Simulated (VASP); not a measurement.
A run of VASP 6.6.1 is set up as follows.

The input INCAR:

```
PREC = Accurate
ENCUT = 520
EDIFF = 1E-6
ISMEAR = 0
SIGMA = 0.1
LREAL = Auto
LASPH = True
NELM = 60
ALGO = Fast
ISIF = 2
LWAVE = False
LCHARG = False
LDIPOL = True
IDIPOL = 3
DIPOL = 0.5 0.5 0.413
GGA = PE
IVDW = 12
NBANDS = 126
```

Contents of KPOINTS:

```
regular mesh
0
Gamma
  3 3 1
```

File POSCAR:

```
Sn
1.0
    9.2964173513      0.0000000000      0.0000000000
   -4.6482086756      8.0509335904      0.0000000000
    0.0000000000      0.0000000000     25.2190581139
Sn
16
Direct
    0.6666666666      0.3333333333      0.3172204118
    0.6666666666      0.8333333333      0.3172204118
    0.1666666666      0.3333333333      0.3172204118
    0.1666666666      0.8333333333      0.3172204118
    0.5000000000      0.5000000000      0.3548432135
    0.5000000000      0.0000000000      0.3548432135
    0.0000000000      0.5000000000      0.3548432135
    0.0000000000      0.0000000000      0.3548432135
   -0.0092925896      0.4841165496      0.4715129267
   -0.0071582429     -0.0143164859      0.4715273381
    0.4934091393      0.4841165496      0.4715129267
    0.4893050117     -0.0213899767      0.4714001225
    0.8264123201      0.6528246402      0.5091777381
    0.8232047447      0.1505569649      0.5078626148
    0.3233077801      0.6466155602      0.5096384134
    0.3273522202      0.1505569649      0.5078626148
```

Potentials or basis: VASP PAW PBE potentials, release 64 (Sn_d).

The run is started by

```bash
$ cat potpaw_PBE.64/Sn_d/POTCAR > POTCAR
$ mpirun -np 1 vasp_std > vasp.out
```

What does it give for the dispersion energy per atom?

-0.220 eV.

Estimate the largest force.

0.036 eV/Å.

Predict the band gap on the k mesh.

zero (bands 112 and 113 overlap by 0.17 eV).

Forces in eV/Å, atoms in the order of the input:
```
Sn   0.000 -0.015  0.026
Sn  -0.001 -0.016  0.011
Sn   0.000 -0.019  0.022
Sn   0.001 -0.016  0.011
Sn  -0.003  0.015 -0.027
Sn   0.000  0.017 -0.031
Sn   0.003  0.015 -0.027
Sn   0.000  0.012 -0.030
Sn  -0.008  0.011 -0.004
Sn   0.000 -0.002  0.016
Sn   0.008  0.011 -0.004
Sn   0.000 -0.003 -0.005
Sn   0.000 -0.005 -0.004
Sn   0.022 -0.006  0.020
Sn   0.000  0.008  0.006
Sn  -0.022 -0.006  0.020
```

Caveat: spin-orbit coupling is left out, which moves the levels of the heavy elements.
